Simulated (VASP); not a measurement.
# MgO (series) (Fm-3m) in VASP: further runs

The runs below take MgO (series) through single point, with PBE.

Program: VASP 6.6.1. These are calculated values, not measurements. Logs are shortened: lines on timing, memory, paths and dates and some standing lists are left out, and cuts for length are marked.

### Step 1. The cell of the first run

It takes space group Fm-3m (No. 225, cubic). The conventional cell has a = 4.217 Å, b = 4.217 Å, c = 4.217 Å, α = 90.00°, β = 90.00°, γ = 90.00°. Within 2.8 Å of Mg (site symmetry m-3m) lie 6 O at 2.11 Å. O (site symmetry m-3m) has 6 Mg at 2.11 Å within 2.8 Å.

### Step 2. Single point, PBE

File INCAR:

```
PREC = Accurate
ENCUT = 600
EDIFF = 1E-6
ISMEAR = 0
SIGMA = 0.02
LREAL = F
LASPH = T
NELM = 120
ALGO = Normal
ISIF = 2
LWAVE = F
LCHARG = F
GGA = PE
NBANDS = 11
GGA_COMPAT = F
```

File KPOINTS:

```
regular mesh
0
Gamma
  4 4 4
```

File POSCAR:

```
MgO
1.0
    0.0000000000      2.1085000000      2.1085000000
    2.1085000000      0.0000000000      2.1085000000
    2.1085000000      2.1085000000      0.0000000000
Mg O
1 1
Direct
    0.0000000000      0.0000000000      0.0000000000
    0.5000000000      0.5000000000      0.5000000000
```

Potentials or basis: VASP PAW PBE potentials, release 64 (Mg, O).

Run with:

```sh
$ cat potpaw_PBE.64/Mg/POTCAR potpaw_PBE.64/O/POTCAR > POTCAR
$ mpirun -np 1 vasp_std > vasp.out
```

OUTCAR:

```text
PREC = Accurate
   ENCUT = 600
   EDIFF = 1E-6
   ISMEAR = 0
   LREAL = F
   LASPH = T
   NELM = 120
   ISIF = 2
   GGA = PE

 ion  position               nearest neighbor table
   1  0.000  0.000  0.000-   2 2.11   2 2.11   2 2.11   2 2.11   2 2.11   2 2.11
   2  0.500  0.500  0.500-   1 2.11   1 2.11   1 2.11   1 2.11   1 2.11   1 2.11

  LATTYP: Found a face centered cubic cell.
 ALAT       =     4.2170000000

  Lattice vectors:

 A1 = (   0.0000000000,   2.1085000000,   2.1085000000)
 A2 = (   2.1085000000,   0.0000000000,   2.1085000000)
 A3 = (   2.1085000000,   2.1085000000,   0.0000000000)

Analysis of symmetry for initial positions (statically):
=====================================================================
 Subroutine PRICEL returns:
 Original cell was already a primitive cell.

 Routine SETGRP: Setting up the symmetry group for a
 face centered cubic supercell.

 Subroutine GETGRP returns: Found 48 space group operations
 (whereof 48 operations were pure point group operations)
 out of a pool of 48 trial point group operations.

The static configuration has the point symmetry O_h .

Analysis of symmetry for dynamics (positions and initial velocities):
=====================================================================
 Subroutine PRICEL returns:
 Original cell was already a primitive cell.

 Routine SETGRP: Setting up the symmetry group for a
 face centered cubic supercell.

 Subroutine GETGRP returns: Found 48 space group operations
 (whereof 48 operations were pure point group operations)
 out of a pool of 48 trial point group operations.

The dynamic configuration has the point symmetry O_h .

 Subroutine INISYM returns: Found 48 space group operations
 (whereof 48 operations are pure point group operations),
 and found     1 'primitive' translations

----------------------------------------------------------------------------------------

                                     Primitive cell

  volume of cell :      18.7478

  direct lattice vectors                    reciprocal lattice vectors
     0.000000000  2.108500000  2.108500000    -0.237135404  0.237135404  0.237135404
     2.108500000  0.000000000  2.108500000     0.237135404 -0.237135404  0.237135404
     2.108500000  2.108500000  0.000000000     0.237135404  0.237135404 -0.237135404

  length of vectors
     2.981869296  2.981869296  2.981869296     0.410730569  0.410730569  0.410730569

  position of ions in fractional coordinates (direct lattice)
     0.000000000  0.000000000  0.000000000
[... 69 lines left out ...]
   POTIM  = 0.5000    time-step for ionic-motion
   TEBEG  =    0.0;   TEEND  =   0.0 temperature during run
   PSTRESS=    0.0 pullay stress
   NELECT =       8.0000    total number of electrons
   NUPDOWN=      -1.0000    fix difference up-down
   EMIN   =  10.00;   EMAX   =-10.00  energy-range for DOS
   EFERMI =   0.00;   METHOD = LEGACY
   ISMEAR =     0;   SIGMA  =   0.02  broadening in eV -4-tet -1-fermi 0-gaus
   EFERMI_NEDOS =   21; number of points for ismear=-14 and -15
   IALGO  =     38    algorithm
   IMIX   =      4    mixing-type and parameters
     AMIX     =   0.40;   BMIX     =  1.00
     AMIX_MAG =   1.60;   BMIX_MAG =  1.00
  volume/ion in A,a.u.               =       9.37        63.26
  Fermi-wavevector in a.u.,A,eV,Ry     =   1.232503  2.329092 20.668107  1.519063
  Thomas-Fermi vector in A             =   2.367270
   LORBIT       =      0    0 simple, 1 ext, 2 COOP (PROOUT), +10 PAW based schemes
   GGA     = PE    functional components
   LHFCALC =     F    Hartree Fock is set to
   AEXX    =    0.0000 exact exchange contribution
   IVDW    =     0    specifies the selected vdW correction
   LEPSILON=     F    determine dielectric tensor
   LRPA    =     F    only Hartree local field effects (RPA)
 non-spin polarized calculation
 Gauss-broadening in eV      SIGMA  =   0.02
  energy-cutoff  :      600.00
  volume of cell :       18.75
 maximum number of plane-waves:       636
   NGX = 11   NGY = 11   NGZ = 11

 number of electron       8.0000005 magnetization

 Free energy of the ion-electron system (eV)
  ---------------------------------------------------
  ext. energy  EPLUGINS =         0.00000000
  ---------------------------------------------------
  free energy    TOTEN  =       -11.89766687 eV

  energy without entropy =      -11.89766687  energy(sigma->0) =      -11.89766687

 E-fermi :   3.3062     XC(G=0): -11.0585

 val. band max:        3.1739189701   @ k =   0.0000   0.0000   0.0000
 cond. band min:       7.8595177438   @ k =   0.0000   0.0000   0.0000
 fundamental gap:      4.6855987737
 Fermi energy:         3.3061541298

 k-point     1 :       0.0000    0.0000    0.0000
  band No.  band energies     occupation
      1     -14.0726      2.00000
      2       3.1739      2.00000
      3       3.1739      2.00000
      4       3.1739      2.00000
      5       7.8595      0.00000
      6      18.9434      0.00000
      7      18.9434      0.00000
      8      18.9434      0.00000
      9      22.8518      0.00000
     10      24.6204      0.00000
     11      24.6204      0.00000
[... 85 lines left out ...]
 k-point     8 :      -0.2500    0.5000    0.2500
  band No.  band energies     occupation
      1     -12.4867      2.00000
      2       0.2262      2.00000
      3       0.2262      2.00000
      4       1.4085      2.00000
      5      14.7926      0.00000
      6      14.7926      0.00000
      7      15.2889      0.00000
      8      18.6280      0.00000
      9      25.0649      0.00000
     10      25.0649      0.00000
     11      29.4295      0.00000

------------------------ aborting loop because EDIFF is reached ----------------------------------------

  FORCE on cell =-STRESS in cart. coord.  units (eV):
  Direction    XX          YY          ZZ          XY          YZ          ZX
  --------------------------------------------------------------------------------------
  -------------------------------------------------------------------------------------
  Total        0.3674010      0.3674010      0.3674010     -0.0000000     -0.0000000     -0.0000000
  in kB       31.3978681     31.3978681     31.3978681     -0.0000000     -0.0000000     -0.0000000
  external PRESSURE =      31.3978681 kB  Pullay stress =       0.0000000 kB

 VOLUME and BASIS-vectors are now :
 -----------------------------------------------------------------------------
  energy-cutoff  :      600.00
  volume of cell :       18.75
      direct lattice vectors                 reciprocal lattice vectors
     0.000000000  2.108500000  2.108500000    -0.237135404  0.237135404  0.237135404
     2.108500000  0.000000000  2.108500000     0.237135404 -0.237135404  0.237135404
     2.108500000  2.108500000  0.000000000     0.237135404  0.237135404 -0.237135404

 POSITION                                       TOTAL-FORCE (eV/Angst)
 -----------------------------------------------------------------------------------
      0.00000      0.00000      0.00000         0.000000      0.000000      0.000000
      2.10850      2.10850      2.10850        -0.000000     -0.000000     -0.000000
 -----------------------------------------------------------------------------------
    total drift:                               -0.000000     -0.000000      0.000000

  FREE ENERGIE OF THE ION-ELECTRON SYSTEM (eV)
  ---------------------------------------------------
  free  energy   TOTEN  =       -11.8976668715 eV

  energy  without entropy=      -11.8976668715  energy(sigma->0) =      -11.89766687
```

OSZICAR:

```text
N       E                     dE             d eps       ncg     rms          rms(c)
DAV:   1     0.183973291923E+02    0.18397E+02   -0.48664E+03   200   0.729E+02
DAV:   2    -0.129167428260E+02   -0.31314E+02   -0.30855E+02   194   0.137E+02
DAV:   3    -0.134636921630E+02   -0.54695E+00   -0.54673E+00   223   0.173E+01
DAV:   4    -0.134648141926E+02   -0.11220E-02   -0.11220E-02   194   0.878E-01
DAV:   5    -0.134648178230E+02   -0.36304E-05   -0.36304E-05   203   0.503E-02    0.722E+00
DAV:   6    -0.119151913798E+02    0.15496E+01   -0.87752E+00   188   0.164E+01    0.223E+00
DAV:   7    -0.119032856616E+02    0.11906E-01   -0.51807E-02   182   0.210E+00    0.135E+00
DAV:   8    -0.118980939344E+02    0.51917E-02   -0.28924E-02   182   0.192E+00    0.244E-01
DAV:   9    -0.118976762851E+02    0.41765E-03   -0.67034E-04   194   0.179E-01    0.135E-01
DAV:  10    -0.118976645630E+02    0.11722E-04   -0.58954E-04   188   0.180E-01    0.106E-02
DAV:  11    -0.118976668717E+02   -0.23087E-05   -0.27393E-06   200   0.148E-02    0.562E-03
DAV:  12    -0.118976668715E+02    0.18809E-09   -0.73613E-07   100   0.671E-03
   1 F= -.11897667E+02 E0= -.11897667E+02  d E =-.547021E-22
```

stdout:

```text
POSCAR found type information on POSCAR MgO
 POSCAR found :  2 types and       2 ions
 scaLAPACK will be used
 LDA part: xc-table for (Slater+PW92), standard interpolation
 POSCAR, INCAR and KPOINTS ok, starting setup
 FFT: planning ... GRIDC
 FFT: planning ... GRID_SOFT
 FFT: planning ... GRID
 WAVECAR not read
 entering main loop
```

Run time: 5.3 s. Hardware: 1 thread of Intel Xeon 8259CL, shared host; peak memory 0.14 GiB.

What came out:

```
Free energy            : -11.8977 eV
Pressure               : 3.1 GPa
Band gap on the k mesh : 4.69 eV, direct
```

Caveat: the k points lie up to 0.65 Å⁻¹ apart.

### Step 3. Single point, PBE

File INCAR:

```
SYSTEM = MgO
PREC = Accurate
ENCUT = 600
EDIFF = 1E-6
ISMEAR = 0
SIGMA = 0.02
LREAL = .FALSE.
LASPH = .TRUE.
NELM = 120
ALGO = Normal
ISIF = 2
LWAVE = .FALSE.
LCHARG = .FALSE.
GGA = PE
NBANDS = 11
GGA_COMPAT = .FALSE.
```

File KPOINTS:

```
regular mesh
0
G
  6 6 6
  0 0 0
```

POSCAR is that of step 2.

Potentials or basis: VASP PAW PBE potentials, release 64 (Mg, O).

Run with:

```sh
$ cat potpaw_PBE.64/Mg/POTCAR potpaw_PBE.64/O/POTCAR > POTCAR
$ mpirun -np 1 vasp_std > vasp.out
```

Run time: 6.3 s. Hardware: 1 thread of Intel Xeon 8259CL, shared host; peak memory 0.14 GiB.

It converged, with:

```
Free energy            : -11.9101 eV
Pressure               : 3.1 GPa
Band gap on the k mesh : 4.69 eV, direct
```

Levels at points of the mesh, in eV from the valence-band top:
```
           k point  band 1  band 2  band 3  band 4  band 5  band 6  band 7  band 8  band 9
(0.00, 0.00, 0.00)  -17.24    0.00    0.00    0.00    4.69   15.78   15.78   15.78   19.69
(0.50, 0.00, 0.00)  -15.97   -4.60   -0.65   -0.65    7.88   12.57   16.28   16.28   20.84
(0.50, 0.50, 0.00)  -15.71   -4.07   -1.34   -1.34    9.12    9.93   13.06   18.92   18.92
```

Caveat: the k points lie up to 0.43 Å⁻¹ apart.
